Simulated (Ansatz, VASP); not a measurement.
**One calculation of AlB2As3, two programs**

The input INCAR:

```
SYSTEM = AlB2As3
ALGO = Normal
EDIFF = 1E-6
EDIFFG = -0.04
ENCUT = 600
GGA = PE
IBRION = 2
ISIF = 3
ISMEAR = 0
LASPH = .TRUE.
LCHARG = .FALSE.
LREAL = .FALSE.
LWAVE = .FALSE.
NELM = 100
NSW = 90
PREC = Accurate
SIGMA = 0.1
```

Contents of KPOINTS:

```
k-points
0
G
  6 6 6
  0 0 0
```

The input POSCAR:

```
AlB2As3
1.0
   -1.8221210300      1.8221210300      7.7306048000
    1.8221210300     -1.8221210300      7.7306048000
    1.8221210300      1.8221210300     -7.7306048000
Al B As
1 2 3
Direct
    0.0000000000      0.0000000000      0.0000000000
    0.6666666700      0.6666666700      0.0000000000
    0.3333333300      0.3333333300      0.0000000000
    0.9166666700      0.4166666700      0.5000000000
    0.2500000000      0.7500000000      0.5000000000
    0.5833333300      0.0833333300      0.5000000000
```

Input for Ansatz:

```yaml
crystal:
  lattice:
    - [-1.82212103, 1.82212103, 7.7306048]
    - [1.82212103, -1.82212103, 7.7306048]
    - [1.82212103, 1.82212103, -7.7306048]
  atoms:
    - { symbol: Al, position: [0.0, 0.0, 0.0] }
    - { symbol: B, position: [0.66666667, 0.66666667, 0.0] }
    - { symbol: B, position: [0.33333333, 0.33333333, 0.0] }
    - { symbol: As, position: [0.91666667, 0.41666667, 0.5] }
    - { symbol: As, position: [0.25, 0.75, 0.5] }
    - { symbol: As, position: [0.58333333, 0.08333333, 0.5] }
basis:
  ecutwfc: 420
kpoints:
  mp_grid: { grid: [6, 6, 6] }
hamiltonian:
  xc: pbe
scf:
  occupations: { method: gaussian, width: 0.1 }
  lower_state_search: "off"
output:
  forces: true
  stress: true
  eigenvalues: true
relax:
  adjacent_minimum: "off"
  f_tol: 0.04
  max_steps: 70
  cell: { stress_tol: 0.4 }
```

Alike in both runs: task relaxation of cell and atoms; functional PBE; k mesh 6 × 6 × 6; occupations gaussian, width 0.1 eV; no spin polarisation.

|  | VASP | Ansatz |
| --- | --- | --- |
| version | VASP 6.6.1 | Ansatz 0.2.0 |
| potentials or method | VASP PAW PBE potentials, release 64 (Al, B, As), cutoff 600 eV | scalar-relativistic, plane waves, PAW |
| valence electrons in the cell | 24 | 54 |

```csv
,VASP,Ansatz,Ansatz less VASP
"gap on the k mesh at the Fermi level, each at its own relaxed structure (eV)",0.62,0.63,+0.011
relaxed volume (Å³/atom),16.93,16.85,-0.085
relaxed length of the cell vector where the two differ most in proportion (Å),8.287,8.271,-0.0161
```

VASP's potentials hold 24 valence electrons a cell and Ansatz's 54, so a difference there can come from the potentials and not from the codes.
